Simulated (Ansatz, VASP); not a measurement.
# One calculation of Ga, two programs

File INCAR:

```
SYSTEM = Ga
PREC = Accurate
ENCUT = 520
EDIFF = 1E-6
ISMEAR = 0
SIGMA = 0.1
LREAL = .FALSE.
LASPH = .TRUE.
NELM = 80
ALGO = Fast
ISIF = 2
LWAVE = .FALSE.
LCHARG = .FALSE.
GGA = PS
NBANDS = 34
```

The input KPOINTS:

```
Automatic mesh
0
G
  10 10 8
  0 0 0
```

File POSCAR:

```
Ga
1.0
    3.9713830783     -2.3715232877      0.0000000000
    3.9207090868      2.2883899728      0.0000000000
    0.0000000000      0.0000000000      4.6185928962
Ga
4
Direct
    0.9663607157      0.3372602899      0.2491259641
    0.3553779719      0.9691791305      0.7508740359
    0.0336392843      0.6627397101      0.7491259641
    0.6446220281      0.0308208695      0.2508740359
```

Input for Ansatz:

```yaml
crystal:
  lattice:
    - [3.9713830783, -2.3715232877, 0.0]
    - [3.9207090868, 2.2883899728, 0.0]
    - [0.0, 0.0, 4.6185928962]
  atoms:
    - { symbol: Ga, position: [0.9663607157, 0.3372602899, 0.2491259641] }
    - { symbol: Ga, position: [0.3553779719, 0.9691791305, 0.7508740359] }
    - { symbol: Ga, position: [0.0336392843, 0.6627397101, 0.7491259641] }
    - { symbol: Ga, position: [0.6446220281, 0.0308208695, 0.2508740359] }
basis:
  ecutwfc: 420
kpoints:
  mp_grid: { grid: [10, 10, 8] }
hamiltonian:
  xc: pbesol
scf:
  occupations: { method: gaussian, width: 0.1 }
output:
  forces: true
  stress: true
  eigenvalues: true
  populations: true
```

Alike in both runs: task single point; functional PBEsol; k mesh 10 × 10 × 8; occupations gaussian, width 0.1 eV; no spin polarisation.

|  | VASP | Ansatz |
| --- | --- | --- |
| version | VASP 6.6.1 | Ansatz 0.2.0 |
| potentials or method | VASP PAW PBE potentials, release 64 (Ga_d), cutoff 520 eV | scalar-relativistic, plane waves, PAW |
| valence electrons in the cell | 52 | 52 |

```tsv
	VASP	Ansatz	Ansatz less VASP
gap on the k mesh at the Fermi level (eV)	none	none	-
pressure (GPa)	-3.5	-3.4	+0.12
traceless stress, the component that is largest in VASP (GPa)	1.25	1.27	+0.012
rms of the force components (eV/Å)	0.245	0.247	+0.0018
```

VASP's potentials were made for PBE, not for PBEsol. Atom by atom the forces differ by 0.002 eV/Å (rms over components). A gap of «none» marks a metal or a gap that the smearing closes. The functional is the same, so the differences come from potentials, cutoffs and numerics.
